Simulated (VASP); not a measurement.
# C (I4/mmm) in VASP: further runs

Runs on C. Level: r2SCAN. Tasks: single point.

Everything below comes from runs of VASP 6.6.1. Logs are shortened: lines on timing, memory, paths and dates and some standing lists are left out, and cuts for length are marked.

## Step 1: The cell of the first run

It takes space group I4/mmm (No. 139, tetragonal). Conventional cell: a = 5.004 Å, b = 5.004 Å, c = 4.712 Å, α = 90.00°, β = 90.00°, γ = 90.00°. Within 2.0 Å of C (site symmetry m) lie 4 C at 1.48 to 1.63 Å.

## Step 2: Single point, r2SCAN (strain +0.030 along x and y, -0.030 along z)

Input file POSCAR:

```
C
1.0
   -2.5019821499      2.5019821499      2.3562356169
    2.5019821499     -2.5019821499      2.3562356169
    2.5019821499      2.5019821499     -2.3562356169
C
8
Direct
    0.3254551632      0.0000000000      0.0000000000
    0.6745448368      0.6745448368      0.6745448368
    0.0000000000      0.3254551632      0.0000000000
    0.0000000000      0.0000000000      0.3254551632
    0.0000000000      0.6745448368      0.0000000000
    0.3254551632      0.3254551632      0.3254551632
    0.6745448368      0.0000000000      0.0000000000
    0.0000000000      0.0000000000      0.6745448368
```

Input file INCAR.step1:

```
SYSTEM = C
ALGO     = Normal         ! electronic algorithm
EDIFF    = 1E-4           ! SCF threshold, eV
ENCUT    = 520            ! plane-wave cutoff, eV
GGA      = PE             ! functional
ISMEAR   = 0              ! smearing method
LASPH    = .True.         ! aspherical terms in the spheres
LCHARG   = .False.        ! write CHGCAR
LREAL    = .False.        ! projectors in reciprocal space
LWAVE    = .True.         ! write WAVECAR
NBANDS   = 26             ! bands
NELM     = 100            ! most SCF steps
PREC     = Accurate       ! precision mode
SIGMA    = 0.05           ! smearing width, eV
```

Input file INCAR.step2:

```
SYSTEM = C
ALGO     = Normal         ! electronic algorithm
EDIFF    = 1E-6           ! SCF threshold, eV
ENCUT    = 520            ! plane-wave cutoff, eV
ISIF     = 2              ! what is computed and relaxed
ISMEAR   = 0              ! smearing method
ISTART   = 1            
LASPH    = .True.         ! aspherical terms in the spheres
LCHARG   = .False.        ! write CHGCAR
LMIXTAU  = .True.       
LREAL    = .False.        ! projectors in reciprocal space
LWAVE    = .False.        ! write WAVECAR
METAGGA  = R2SCAN         ! meta-GGA
NBANDS   = 26             ! bands
NELM     = 100            ! most SCF steps
PREC     = Accurate       ! precision mode
SIGMA    = 0.05           ! smearing width, eV
```

Input file KPOINTS:

```
k-points
0
Gamma
  8 8 8
  0 0 0
```

Potentials or basis: VASP PAW PBE potentials, release 64 (C).

On the command line:

```sh
> cat potpaw_PBE.64/C/POTCAR > POTCAR
> cp INCAR.step1 INCAR
> mpirun -np 1 vasp_std > vasp.out
> cp INCAR.step2 INCAR
> mpirun -np 1 vasp_std > vasp.out
```

OUTCAR:

```text
SYSTEM = C
   EDIFF = 1E-6
   ENCUT = 520
   ISIF = 2
   ISMEAR = 0
   ISTART = 1
   LASPH = .True.
   LREAL = .False.
   METAGGA = R2SCAN
   NELM = 100
   PREC = Accurate

 ion  position               nearest neighbor table
   1  0.325  0.000  0.000-   7 1.48   5 1.53   6 1.63   8 1.63
   2  0.675  0.675  0.675-   6 1.48   8 1.53   7 1.63   5 1.63
   3  0.000  0.325  0.000-   5 1.48   7 1.53   6 1.63   8 1.63
   4  0.000  0.000  0.325-   8 1.48   6 1.53   7 1.63   5 1.63
   5  0.000  0.675  0.000-   3 1.48   1 1.53   2 1.63   4 1.63
   6  0.325  0.325  0.325-   2 1.48   4 1.53   3 1.63   1 1.63
   7  0.675  0.000  0.000-   1 1.48   3 1.53   2 1.63   4 1.63
   8  0.000  0.000  0.675-   4 1.48   2 1.53   3 1.63   1 1.63

  LATTYP: Found a body centered tetragonal cell.
 ALAT       =     5.0039642998
 C/A-ratio  =     0.9417475728

  Lattice vectors:

 A1 = (  -2.5019821499,   2.5019821499,   2.3562356169)
 A2 = (   2.5019821499,  -2.5019821499,   2.3562356169)
 A3 = (   2.5019821499,   2.5019821499,  -2.3562356169)

Analysis of symmetry for initial positions (statically):
=====================================================================
 Subroutine PRICEL returns:
 Original cell was already a primitive cell.

 Routine SETGRP: Setting up the symmetry group for a
 body centered tetragonal supercell.

 Subroutine GETGRP returns: Found 16 space group operations
 (whereof 16 operations were pure point group operations)
 out of a pool of 16 trial point group operations.

The static configuration has the point symmetry D_4h.

Analysis of symmetry for dynamics (positions and initial velocities):
=====================================================================
 Subroutine PRICEL returns:
 Original cell was already a primitive cell.

 Routine SETGRP: Setting up the symmetry group for a
 body centered tetragonal supercell.

 Subroutine GETGRP returns: Found 16 space group operations
 (whereof 16 operations were pure point group operations)
 out of a pool of 16 trial point group operations.

The dynamic configuration has the point symmetry D_4h.

 Subroutine INISYM returns: Found 16 space group operations
 (whereof 16 operations are pure point group operations),
 and found     1 'primitive' translations

----------------------------------------------------------------------------------------

                                     Primitive cell

  volume of cell :      58.9993

  direct lattice vectors                    reciprocal lattice vectors
    -2.501982150  2.501982150  2.356235617     0.000000000  0.199841554  0.212202887
     2.501982150 -2.501982150  2.356235617     0.199841554  0.000000000  0.212202887
     2.501982150  2.501982150 -2.356235617     0.199841554  0.199841554  0.000000000

  length of vectors
     4.251079350  4.251079350  4.251079350     0.291490500  0.291490500  0.282618635

  position of ions in fractional coordinates (direct lattice)
     0.325455163  0.000000000  0.000000000
     0.674544837  0.674544837  0.674544837
     0.000000000  0.325455163  0.000000000
     0.000000000  0.000000000  0.325455163
     0.000000000  0.674544837  0.000000000
     0.325455163  0.325455163  0.325455163
     0.674544837  0.000000000  0.000000000
     0.000000000  0.000000000  0.674544837

  ion indices of the primitive-cell ions
   primitive index   ion index
                 1           1
                 2           2
                 3           3
                 4           4
                 5           5
                 6           6
                 7           7
                 8           8

----------------------------------------------------------------------------------------

 KPOINTS: k-points

Automatic generation of k-mesh.
 Grid dimensions read from file:
 generate k-points for:    8    8    8

 Generating k-lattice:

  Cartesian coordinates                     Fractional coordinates (reciprocal lattice)
     0.000000000  0.024980194  0.026525361     0.125000000  0.000000000  0.000000000
     0.024980194  0.000000000  0.026525361     0.000000000  0.125000000  0.000000000
     0.024980194  0.024980194  0.000000000     0.000000000  0.000000000  0.125000000

  Length of vectors
     0.036436313  0.036436313  0.035327329

  Shift w.r.t. Gamma in fractional coordinates (k-lattice)
     0.000000000  0.000000000  0.000000000

 Subroutine IBZKPT returns following result:
 ===========================================

 Found     59 irreducible k-points:

 Following reciprocal coordinates:
            Coordinates               Weight
  0.000000  0.000000  0.000000      1.000000
  0.125000  0.000000  0.000000      8.000000
  0.250000  0.000000  0.000000      8.000000
  0.375000  0.000000 -0.000000      8.000000
  0.500000  0.000000  0.000000      4.000000
  0.125000  0.125000  0.000000      8.000000
[... 16 lines left out ...]
  0.250000  0.125000  0.125000     16.000000
  0.375000  0.125000  0.125000      8.000000
 [... further k-points ...]
   k-points           NKPTS =     59   k-points in BZ     NKDIM =     59   number of bands    NBANDS=     26
   number of dos      NEDOS =    301   number of ions     NIONS =      8
   total plane-waves  NPLWV =  32768
   dimension x,y,z NGX =    32 NGY =   32 NGZ =   32
   dimension x,y,z NGXF=    64 NGYF=   64 NGZF=   64
   ions per type =               8
   NGX,Y,Z   is equivalent  to a cutoff of  12.51, 12.51, 12.51 a.u.
   NGXF,Y,Z  is equivalent  to a cutoff of  25.03, 25.03, 25.03 a.u.
 SYSTEM =  C
   PREC   = accura    normal or accurate (medium, high low for compatibility)
   ISTART =      1    job   : 0-new  1-cont  2-samecut
   ICHARG =      0    charge: 1-file 2-atom 10-const
   ISPIN  =      1    spin polarized calculation?
   LNONCOLLINEAR =      F non collinear calculations
   LSORBIT =      F    spin-orbit coupling
   LASPH  =      T    aspherical Exc in radial PAW
   ENCUT  =  520.0 eV  38.22 Ry    6.18 a.u.   7.90  7.90  7.90*2*pi/ulx,y,z
   NELM   =    100;   NELMIN=  2; NELMDL=  0     # of ELM steps
   EDIFF  = 0.1E-05   stopping-criterion for ELM
   LREAL  =      F    real-space projection
   EDIFFG = 0.1E-04   stopping-criterion for IOM
   NSW    =      0    number of steps for IOM
   IBRION =     -1    ionic relax: 0-MD 1-quasi-New 2-CG
   NFREE  =      0    steps in history (QN), initial steepest desc. (CG)
   ISIF   =      2    stress and relaxation
   ISYM   =      2    0-nonsym 1-usesym 2-fastsym
   POTIM  = 0.5000    time-step for ionic-motion
   TEBEG  =    0.0;   TEEND  =   0.0 temperature during run
   PSTRESS=    0.0 pullay stress
   NELECT =      32.0000    total number of electrons
   NUPDOWN=      -1.0000    fix difference up-down
   EMIN   =  10.00;   EMAX   =-10.00  energy-range for DOS
   EFERMI =   0.00;   METHOD = LEGACY
   ISMEAR =     0;   SIGMA  =   0.05  broadening in eV -4-tet -1-fermi 0-gaus
   EFERMI_NEDOS =   21; number of points for ismear=-14 and -15
   IALGO  =     38    algorithm
   IMIX   =      4    mixing-type and parameters
     AMIX     =   0.40;   BMIX     =  1.00
     AMIX_MAG =   1.60;   BMIX_MAG =  1.00
  volume/ion in A,a.u.               =       7.37        49.77
  Fermi-wavevector in a.u.,A,eV,Ry     =   1.335086  2.522946 24.251754  1.782454
  Thomas-Fermi vector in A             =   2.463817
   LORBIT       =      0    0 simple, 1 ext, 2 COOP (PROOUT), +10 PAW based schemes
   METAGGA = R2SCAN    functional components
   LHFCALC =     F    Hartree Fock is set to
   AEXX    =    0.0000 exact exchange contribution
   IVDW    =     0    specifies the selected vdW correction
   LEPSILON=     F    determine dielectric tensor
   LRPA    =     F    only Hartree local field effects (RPA)
 non-spin polarized calculation
 Gauss-broadening in eV      SIGMA  =   0.05
  energy-cutoff  :      520.00
  volume of cell :       59.00
 maximum number of plane-waves:      1612
   NGX = 15   NGY = 15   NGZ = 15

 number of electron      31.9999999 magnetization

 Free energy of the ion-electron system (eV)
  ---------------------------------------------------
  ext. energy  EPLUGINS =         0.00000000
  ---------------------------------------------------
  free energy    TOTEN  =       -72.72725611 eV

  energy without entropy =      -72.72725611  energy(sigma->0) =      -72.72725611

 E-fermi :   7.0800     XC(G=0): -12.3152

 val. band max:        6.7954086104   @ k =   0.5000   0.5000   0.5000
 cond. band min:       9.1588498358   @ k =   0.1250   0.1250   0.1250
 fundamental gap:      2.3634412254
 Fermi energy:         7.0799998474

 k-point     1 :       0.0000    0.0000    0.0000
  band No.  band energies     occupation
      1     -15.4539      2.00000
      2      -7.5103      2.00000
      3      -7.5103      2.00000
      4      -6.9014      2.00000
      5      -6.2993      2.00000
      6      -5.9961      2.00000
[... 18 lines left out ...]
     25      17.5512      0.00000
     26      17.5512      0.00000

 k-point     2 :       0.1250    0.0000    0.0000
  band No.  band energies     occupation
      1     -15.3488      2.00000
      2      -8.1922      2.00000
      3      -8.1168      2.00000
      4      -6.7288      2.00000
      5      -6.6690      2.00000
      6      -5.8058      2.00000
[... 18 lines left out ...]
     25      17.6399      0.00000
     26      17.7718      0.00000

 k-point     3 :       0.2500    0.0000    0.0000
  band No.  band energies     occupation
      1     -15.0599      2.00000
      2      -9.4268      2.00000
      3      -8.7731      2.00000
      4      -6.7936      2.00000
      5      -6.7384      2.00000
      6      -5.8728      2.00000
[... 572 lines left out ...]
 k-point    23 :       0.2500    0.1250    0.1250
  band No.  band energies     occupation
      1     -14.6034      2.00000
      2     -10.4144      2.00000
      3      -9.3667      2.00000
      4      -8.4157      2.00000
      5      -5.2584      2.00000
      6      -5.0208      2.00000
[... 18 lines left out ...]
     25      18.1134      0.00000
     26      18.3265      0.00000

 k-point    24 :       0.3750    0.1250    0.1250
  band No.  band energies     occupation
      1     -14.4547      2.00000
      2     -10.5869      2.00000
      3      -9.7034      2.00000
      4      -8.4755      2.00000
      5      -5.2715      2.00000
      6      -4.9782      2.00000
[... 18 lines left out ...]
     25      18.1456      0.00000
     26      18.4794      0.00000

 [... further k-points ...]

------------------------ aborting loop because EDIFF is reached ----------------------------------------

  FORCE on cell =-STRESS in cart. coord.  units (eV):
  Direction    XX          YY          ZZ          XY          YZ          ZX
  --------------------------------------------------------------------------------------
  -------------------------------------------------------------------------------------
  Total       -6.8011006     -6.8011006      5.8899130      0.0000000      0.0000000      0.0000000
  in kB     -184.6896929   -184.6896929    159.9456159      0.0000000      0.0000000      0.0000000
  external PRESSURE =     -69.8112566 kB  Pullay stress =       0.0000000 kB

 VOLUME and BASIS-vectors are now :
 -----------------------------------------------------------------------------
  energy-cutoff  :      520.00
  volume of cell :       59.00
      direct lattice vectors                 reciprocal lattice vectors
    -2.501982150  2.501982150  2.356235617     0.000000000  0.199841554  0.212202887
     2.501982150 -2.501982150  2.356235617     0.199841554  0.000000000  0.212202887
     2.501982150  2.501982150 -2.356235617     0.199841554  0.199841554  0.000000000

 POSITION                                       TOTAL-FORCE (eV/Angst)
 -----------------------------------------------------------------------------------
     -0.81428      0.81428      0.76685         0.425762     -0.425762      1.041443
      1.68770      1.68770      1.58939         0.425762      0.425762     -1.041443
      0.81428     -0.81428      0.76685        -0.425762      0.425762      1.041443
      0.81428      0.81428     -0.76685        -0.425762     -0.425762     -1.041443
      1.68770     -1.68770      1.58939         0.425762     -0.425762     -1.041443
      0.81428      0.81428      0.76685        -0.425762     -0.425762      1.041443
     -1.68770      1.68770      1.58939        -0.425762      0.425762     -1.041443
      1.68770      1.68770     -1.58939         0.425762      0.425762      1.041443
 -----------------------------------------------------------------------------------
    total drift:                               -0.000000     -0.000000      0.000000

  FREE ENERGIE OF THE ION-ELECTRON SYSTEM (eV)
  ---------------------------------------------------
  free  energy   TOTEN  =       -72.7272561147 eV

  energy  without entropy=      -72.7272561147  energy(sigma->0) =      -72.72725611
```

It took 2 min on 1 thread of Intel Xeon 6975P-C (Granite Rapids), shared host; peak memory 0.21 GiB.

Results:

```yaml
Free_energy: -72.7273 eV
Pressure: -7.0 GPa
Largest_force: 1.203 eV/Å
Band_gap_on_the_k_mesh: 2.36 eV (least direct gap 3.26 eV)
```

Forces in eV/Å, atoms in the order of the input:
```
C    0.426 -0.426  1.041
C    0.426  0.426 -1.041
C   -0.426  0.426  1.041
C   -0.426 -0.426 -1.041
C    0.426 -0.426 -1.041
C   -0.426 -0.426  1.041
C   -0.426  0.426 -1.041
C    0.426  0.426  1.041
```

Stress tensor (GPa, compression positive):
```
-18.47   0.00   0.00
  0.00 -18.47   0.00
  0.00   0.00  15.99
```

Levels at points of the mesh, in eV from the valence-band top:
```csv
k point,band 14,band 15,band 16,band 17,band 18,band 19
"(0.00, 0.00, 0.00)",-1.50,-0.59,-0.59,2.75,2.75,5.32
"(0.50, 0.00, 0.00)",-3.68,-2.78,-2.66,3.64,4.33,5.34
"(0.50, 0.50, 0.00)",-3.35,-3.19,-2.48,3.27,5.15,6.36
"(0.50, 0.50, 0.50)",-0.84,-0.84,0.00,3.52,4.61,5.81
```

Caveat: the cell differs from its parent crystal (strain +0.030 along x and y, -0.030 along z); the stress differs along the axes, from -18 to 16 GPa; the PAW data sets were made with another functional, which shifts forces and pressure a little. A k mesh can miss the band edges.

## Step 3: Single point, r2SCAN (strain +0.030 along x and y, -0.015 along z)

Changes to POSCAR since step 2:

```diff
@@ -2,5 +2,5 @@
 1.0
-   -2.5019821499      2.5019821499      2.3562356169
-    2.5019821499     -2.5019821499      2.3562356169
-    2.5019821499      2.5019821499     -2.3562356169
+   -2.5019821499      2.5019821499      2.3926722501
+    2.5019821499     -2.5019821499      2.3926722501
+    2.5019821499      2.5019821499     -2.3926722501
 C
```

Input file INCAR.step1:

```
SYSTEM = C
ALGO     = Normal         ! electronic algorithm
EDIFF    = 1E-4           ! SCF threshold, eV
ENCUT    = 520            ! plane-wave cutoff, eV
GGA      = PE             ! functional
ISMEAR   = 0              ! smearing method
LASPH    = .TRUE.         ! aspherical terms in the spheres
LCHARG   = .FALSE.        ! write CHGCAR
LREAL    = .FALSE.        ! projectors in reciprocal space
LWAVE    = .TRUE.         ! write WAVECAR
NBANDS   = 26             ! bands
NELM     = 60             ! most SCF steps
PREC     = Accurate       ! precision mode
SIGMA    = 0.05           ! smearing width, eV
```

Input file INCAR.step2:

```
SYSTEM = C
ALGO     = Normal         ! electronic algorithm
EDIFF    = 1E-6           ! SCF threshold, eV
ENCUT    = 520            ! plane-wave cutoff, eV
ISIF     = 2              ! what is computed and relaxed
ISMEAR   = 0              ! smearing method
ISTART   = 1            
LASPH    = .TRUE.         ! aspherical terms in the spheres
LCHARG   = .FALSE.        ! write CHGCAR
LMIXTAU  = .TRUE.       
LREAL    = .FALSE.        ! projectors in reciprocal space
LWAVE    = .FALSE.        ! write WAVECAR
METAGGA  = R2SCAN         ! meta-GGA
NBANDS   = 26             ! bands
NELM     = 60             ! most SCF steps
PREC     = Accurate       ! precision mode
SIGMA    = 0.05           ! smearing width, eV
```

Input file KPOINTS:

```
k-points
0
G
  8 8 8
  0 0 0
```

Potentials or basis: VASP PAW PBE potentials, release 64 (C).

On the command line:

```sh
> cat potpaw_PBE.64/C/POTCAR > POTCAR
> cp INCAR.step1 INCAR
> mpirun -np 1 vasp_std > vasp.out
> cp INCAR.step2 INCAR
> mpirun -np 1 vasp_std > vasp.out
```

It took 2 min on 1 thread of Intel Xeon 6975P-C (Granite Rapids), shared host; peak memory 0.21 GiB.

Results (log left out):

| Item | Value |
| --- | --- |
| Free energy | -72.7851 eV |
| Pressure | -11.9 GPa |
| Largest force | 0.823 eV/Å |
| Band gap on the k mesh | 2.56 eV (least direct gap 3.49 eV) |

Forces on the atoms (eV/Å):
```
C    0.370 -0.370  0.635
C    0.370  0.370 -0.635
C   -0.370  0.370  0.635
C   -0.370 -0.370 -0.635
C    0.370 -0.370 -0.635
C   -0.370 -0.370  0.635
C   -0.370  0.370 -0.635
C    0.370  0.370  0.635
```

Stress tensor (GPa, compression positive):
```
-19.99   0.00   0.00
  0.00 -19.99   0.00
  0.00   0.00   4.13
```

Levels at points of the mesh, in eV from the valence-band top:
```tsv
k point	band 14	band 15	band 16	band 17	band 18	band 19
(0.00, 0.00, 0.00)	-1.21	-0.54	-0.54	3.06	3.06	4.93
(0.50, 0.00, 0.00)	-3.58	-2.61	-2.54	3.73	4.59	5.57
(0.50, 0.50, 0.00)	-3.13	-3.05	-2.38	3.46	5.37	6.18
(0.50, 0.50, 0.50)	-0.61	-0.61	0.00	3.66	4.93	5.84
```

Caveat: the cell differs from its parent crystal (strain +0.030 along x and y, -0.015 along z); the stress differs along the axes, from -20 to 4 GPa; the PAW data sets were made with another functional, which shifts forces and pressure a little. A k mesh can miss the band edges.

(Continued in part 2 of 2.)
